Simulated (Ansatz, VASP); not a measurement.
# TeW: VASP beside Ansatz

```xyz
2
Lattice="0.0000 3.0242 3.0242 3.0242 0.0000 3.0242 3.0242 3.0242 0.0000" Properties=species:S:1:pos:R:3 pbc="T T T"
W     0.0000    0.0000    0.0000
Te    1.5121    1.5121    1.5121
```

Alike in both runs: task single point; functional PBEsol; k mesh 12 × 12 × 12; occupations gaussian, width 0.1 eV; collinear spin.

|  | VASP | Ansatz |
| --- | --- | --- |
| version | VASP 6.6.1 | Ansatz 0.2.0 |
| potentials or method | VASP PAW PBE potentials, release 64 (W_sv, Te), cutoff 520 eV | scalar-relativistic, plane waves, PAW |
| valence electrons in the cell | 20 | 30 |

```tsv
	VASP	Ansatz	Ansatz less VASP
gap on the k mesh at the Fermi level (eV)	none	none	-
pressure (GPa)	0.1	0.0	-0.12
net moment per atom (μB)	0.68	0.68	0.000
size of the moment on the site where the two differ most (μB)	1.06	0.90	-0.164
```

VASP's potentials were made for PBE, not for PBEsol. Site moments also hang on the region over which each program counts them. A gap of «none» marks a metal or a gap that the smearing closes. VASP's potentials hold 20 valence electrons a cell and Ansatz's 30, so a difference there can come from the potentials and not from the codes.

Spin-orbit coupling is off throughout.
